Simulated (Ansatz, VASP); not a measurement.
# HfB2 in VASP and in Ansatz

```
Hf B
1.0
     3.14000    0.00000    0.00000
    -1.57000    2.71932    0.00000
     0.00000    0.00000    3.48000
Hf B
1 2
Direct
  0.00000 0.00000 0.00000
  0.33333 0.66667 0.50000
  0.66667 0.33333 0.50000
```

Alike in both runs: task single point; functional PBE; k mesh 13 × 13 × 10; no spin polarisation.

```csv
,VASP,Ansatz
version,VASP 6.6.1,Ansatz 0.2.0
potentials or method,"VASP PAW PBE potentials, release 64 (Hf_pv, B), cutoff 520 eV","plane waves, PAW"
occupations,"gaussian, width 0.1 eV",gaussian
valence electrons in the cell,16,32
```

```tsv
	VASP	Ansatz	Ansatz less VASP
pressure (GPa)	1.0	1.4	+0.37
traceless stress, the component that is largest in VASP (GPa)	0.23	0.05	-0.175
```

VASP's potentials hold 16 valence electrons a cell and Ansatz's 32, so a difference there can come from the potentials and not from the codes.

Neither program's run includes spin-orbit coupling.
